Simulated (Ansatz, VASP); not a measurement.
# AlCu4 in VASP and in Ansatz

```
Al Cu
1.0
     6.03203    0.00000    0.00000
     0.00000    6.03203    0.00000
     0.00000    0.00000    6.03203
Al Cu
4 16
Direct
  0.43967 0.93967 0.56033
  0.93967 0.56033 0.43967
  0.56033 0.43967 0.93967
  0.06033 0.06033 0.06033
  0.80929 0.30929 0.19071
  0.30929 0.19071 0.80929
  0.19071 0.80929 0.30929
  0.69071 0.69071 0.69071
  0.04688 0.87524 0.70143
  0.29857 0.54688 0.62476
  0.37524 0.79857 0.95312
  0.54688 0.62476 0.29857
  0.79857 0.95312 0.37524
  0.87524 0.70143 0.04688
  0.95312 0.37524 0.79857
  0.70143 0.04688 0.87524
  0.62476 0.29857 0.54688
  0.45312 0.12476 0.20143
  0.20143 0.45312 0.12476
  0.12476 0.20143 0.45312
```

Alike in both runs: functional PBEsol; k mesh 6 × 6 × 6; occupations gaussian, width 0.1 eV; no spin polarisation.

Ansatz relaxed the structure, and its values are those at the end. VASP's run is a single point on that final structure, the one shown.

|  | VASP | Ansatz |
| --- | --- | --- |
| version | VASP 6.6.1 | Ansatz 0.2.0 |
| potentials or method | VASP PAW PBE potentials, release 64 (Al, Cu), cutoff 520 eV | scalar-relativistic, plane waves, PAW |
| valence electrons in the cell | 188 | 316 |

VASP gave:

* gap on the k mesh at the Fermi level (eV): none
* pressure (GPa): 17.9
* rms of the force components (eV/Å): 0.005

Task: What did Ansatz give for the same quantities?

Result: gap on the k mesh at the Fermi level (eV): none; pressure (GPa): 17.4; rms of the force components (eV/Å): 0.004.

VASP's potentials were made for PBE, not for PBEsol. A gap of «none» marks a metal or a gap that the smearing closes. VASP's potentials hold 188 valence electrons a cell and Ansatz's 316, so a difference there can come from the potentials and not from the codes. Ansatz's warnings: stress scf threshold loose.
